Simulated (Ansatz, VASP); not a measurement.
## One calculation of Zr2N, two programs

The input INCAR:

```
ALGO     = Normal         # electronic algorithm
EDIFF    = 1E-7           # SCF threshold, eV
ENCUT    = 520            # plane-wave cutoff, eV
GGA      = PS             # functional
ISIF     = 2              # what is computed and relaxed
ISMEAR   = 0              # smearing method
LASPH    = True           # aspherical terms in the spheres
LCHARG   = True           # write CHGCAR
LELF     = True           # ELF
LREAL    = False          # projectors in reciprocal space
LVHAR    = True         
LWAVE    = False          # write WAVECAR
NBANDS   = 38             # bands
NELM     = 80             # most SCF steps
PREC     = Accurate       # precision mode
SIGMA    = 0.1            # smearing width, eV
```

File KPOINTS:

```
k-points
0
Gamma
  6 6 8
```

POSCAR

```
Zr2N
1.0
    5.4130027300      0.0000000000      0.0000000000
    0.0000000000      5.4130027300      0.0000000000
    0.0000000000      0.0000000000      3.3077891900
Zr N
4 2
Direct
    0.2961254600      0.2961254600      0.0000000000
    0.7038745400      0.7038745400      0.0000000000
    0.7961254600      0.2038745400      0.5000000000
    0.2038745400      0.7961254600      0.5000000000
    0.0000000000      0.0000000000      0.0000000000
    0.5000000000      0.5000000000      0.5000000000
```

Input for Ansatz:

```yaml
crystal:
  lattice:
    - [5.41300273, 0.0, 0.0]
    - [0.0, 5.41300273, 0.0]
    - [0.0, 0.0, 3.30778919]
  atoms:
    - { symbol: Zr, position: [0.29612546, 0.29612546, 0.0] }
    - { symbol: Zr, position: [0.70387454, 0.70387454, 0.0] }
    - { symbol: Zr, position: [0.79612546, 0.20387454, 0.5] }
    - { symbol: Zr, position: [0.20387454, 0.79612546, 0.5] }
    - { symbol: "N", position: [0.0, 0.0, 0.0] }
    - { symbol: "N", position: [0.5, 0.5, 0.5] }
basis:
  ecutwfc: 420
kpoints:
  mp_grid: { grid: [6, 6, 8] }
hamiltonian:
  xc: pbesol
scf:
  occupations: { method: gaussian, width: 0.1 }
output:
  forces: true
  stress: true
  eigenvalues: true
```

Alike in both runs: task single point; functional PBEsol; k mesh 6 × 6 × 8; occupations gaussian, width 0.1 eV; no spin polarisation.

|  | VASP | Ansatz |
| --- | --- | --- |
| version | VASP 6.6.1 | Ansatz 0.2.0 |
| potentials or method | VASP PAW PBE potentials, release 64 (Zr_sv, N), cutoff 520 eV | scalar-relativistic, plane waves, PAW |
| valence electrons in the cell | 58 | 58 |

```tsv
	VASP	Ansatz	Ansatz less VASP
gap on the k mesh at the Fermi level (eV)	none	none	-
pressure (GPa)	-4.6	-4.9	-0.23
traceless stress, the component that is largest in VASP (GPa)	-0.23	-0.25	-0.014
rms of the force components (eV/Å)	0.011	0.014	+0.0025
```

VASP's potentials were made for PBE, not for PBEsol. Atom by atom the forces differ by 0.002 eV/Å (rms over components). A gap of «none» marks a metal or a gap that the smearing closes. The functional is the same, so the differences come from potentials, cutoffs and numerics.
